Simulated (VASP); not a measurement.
Write the native input for VASP 6.6.1 that does the following.

```
Task                   : single point
Functional             : PBEsol
Potentials or basis    : VASP PAW PBE potentials, release 64 (Si, Ti_sv)
Cutoff                 : 520 eV
k mesh                 : 2 × 2 × 2
Occupations            : fermi-dirac, width 0.05 eV
Spin                   : no spin polarisation
Dipole correction      : no
Further INCAR settings : LREAL = Auto; ALGO = Normal; EDIFF = 1e-06; NBANDS = 52
```

The structure of TiSi16 (a cell with a defect) lies in POSCAR:

```
TiSi16
1.0
    0.0000000000      5.4300000000      5.4300000000
    5.4300000000      0.0000000000      5.4300000000
    5.4300000000      5.4300000000      0.0000000000
Si Ti
16 1
Direct
   -0.0069429098     -0.0361694291      0.0340883978
    0.0985451197      0.1221546961      0.1499631676
    0.0014825046     -0.0215377532      0.5367863720
    0.1289594843      0.1067127072      0.6605248619
    0.0122007366      0.4858103131      0.0640607735
    0.1611233886      0.5789502762      0.1835727440
    0.0097145488      0.4692357274      0.5681675875
    0.0976427256      0.6192449355      0.6987108656
    0.4747421731      0.0556813996      0.0088858195
    0.6377163904      0.1309392265      0.1628176796
    0.5004235727     -0.0338858195      0.5120257827
    0.6011694291      0.1064732965      0.6344290976
    0.5384069982      0.5008563536      0.0535267035
    0.6369152855      0.6401012891      0.2151473297
    0.4755064457      0.4739779006      0.5797790055
    0.6449263352      0.6137661142      0.6626427256
    0.2576427256      0.7627255985      0.2918232044
```

These files were run (other wordings do the same):

INCAR

```
PREC = Accurate ; ENCUT = 520
EDIFF = 1E-6 ; ISMEAR = -1
SIGMA = 0.05 ; LREAL = Auto
LASPH = T ; NELM = 100
ALGO = Normal ; ISIF = 2
LWAVE = F ; LCHARG = F
GGA = PS ; NBANDS = 52
```

KPOINTS

```
regular mesh
0
Gamma
  2 2 2
```

Potentials or basis: VASP PAW PBE potentials, release 64 (Si, Ti_sv).

Command:

```bash
$ cat potpaw_PBE.64/Si/POTCAR potpaw_PBE.64/Ti_sv/POTCAR > POTCAR
$ mpirun -np 1 vasp_std > vasp.out
```

Results of the run:

The pressure is 1.4 GPa. The largest force is 2.226 eV/Å and the band gap on the k mesh is zero (band 38 reaches 6.81 eV, above the bottom of band 39 at 6.61 eV).

Caveat: the k points lie up to 0.50 Å⁻¹ apart; the PAW data sets were made with another functional, which shifts forces and pressure a little.

Wall time 2.1 min on 1 thread of Intel(R) Xeon(R) 6975P-C (Granite Rapids), on a shared host, peak memory 0.49 GiB.
